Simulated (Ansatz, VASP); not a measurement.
One calculation of Zr, two programs

File INCAR:

```
PREC = Accurate
ENCUT = 520
EDIFF = 1E-7
ISMEAR = -1
SIGMA = 0.1
LREAL = False
LASPH = True
NELM = 80
ALGO = Normal
ISIF = 2
LWAVE = False
LCHARG = True
GGA = RP
LELF = True
LVHAR = True
NBANDS = 19
```

The input KPOINTS:

```
regular mesh
0
Gamma
  18 18 10
```

File POSCAR:

```
Zr
1.0
    3.1239441411      0.0000000000      0.0000000000
   -1.5619720705      2.7054149862      0.0000000000
    0.0000000000      0.0000000000      4.9922675573
Zr
2
Direct
    0.3333333333      0.6666666667      0.2500000000
    0.6666666667      0.3333333333      0.7500000000
```

Input for Ansatz:

```yaml
crystal:
  lattice:
    - [3.1239441411, 0.0, 0.0]
    - [-1.5619720705, 2.7054149862, 0.0]
    - [0.0, 0.0, 4.9922675573]
  atoms:
    - { symbol: Zr, position: [0.3333333333, 0.6666666667, 0.25] }
    - { symbol: Zr, position: [0.6666666667, 0.3333333333, 0.75] }
hamiltonian:
  xc: rpbe
  pseudopotentials:
    kind: paw
    azcp:
      Zr: "pseudopotentials/Zr.paw.azcp"
basis:
  ecutwfc: 420
  fft_grid_basis: typed
kpoints:
  mp_grid: { grid: [18, 18, 10], shift: [0, 0, 0] }
magnetization:
  spin_polarized: false
scf:
  occupations: { method: fermi_dirac, width: 0.1 }
output:
  stress: true
```

Alike in both runs: task single point; functional RPBE; k mesh 18 × 18 × 10; occupations fermi-dirac, width 0.1 eV; no spin polarisation.

|  | VASP | Ansatz |
| --- | --- | --- |
| version | VASP 6.6.1 | Ansatz 0.2.0 |
| potentials or method | VASP PAW PBE potentials, release 64 (Zr_sv), cutoff 520 eV | plane waves (420 eV) with PAW, scalar-relativistic |
| valence electrons in the cell | 24 | 24 |

VASP gave:

```
pressure (GPa)                                                : 14.0
traceless stress, the component that is largest in VASP (GPa) : 0.95
```

Q: What did Ansatz give for the same quantities?

A: Pressure (GPa): 14.0; traceless stress, the component that is largest in VASP (GPa): 0.96.

VASP's potentials were made for PBE, not for RPBE.
